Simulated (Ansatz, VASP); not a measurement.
One calculation of N, two programs

```xyz
2
Lattice="3.6290 0.0000 0.0000 -1.8145 3.1428 0.0000 0.0000 0.0000 5.8900" Properties=species:S:1:pos:R:3 pbc="T T T"
N    -0.0707    2.0245    1.4725
N     1.8145    1.0476    4.4175
```

Alike in both runs: task single point; functional r2SCAN; k mesh 6 × 6 × 4; occupations gaussian, width 0.05 eV; collinear spin.

```csv
,VASP,Ansatz
version,VASP 6.6.1,Ansatz 0.2.0
potentials or method,"VASP PAW PBE potentials, release 64 (N), cutoff 520 eV","scalar-relativistic, plane waves, PAW"
valence electrons in the cell,10,10
```

```tsv
	VASP	Ansatz	Ansatz less VASP
gap on the k mesh at the Fermi level (eV)	3.93	3.92	-0.004
least direct gap on the mesh (eV)	3.93	3.92	-0.004
pressure (GPa)	0.2	0.3	+0.15
rms of the force components (eV/Å)	0.003	0.003	-0.0001
net moment per atom (μB)	3.00	3.00	0.000
size of the moment on the site where the two differ most (μB)	1.99	2.90	+0.909
```

VASP's potentials were made for PBE, not for r2SCAN. Site moments also hang on the region over which each program counts them. Atom by atom the forces differ by 0.000 eV/Å (rms over components). Ansatz's warnings: stability check not made.
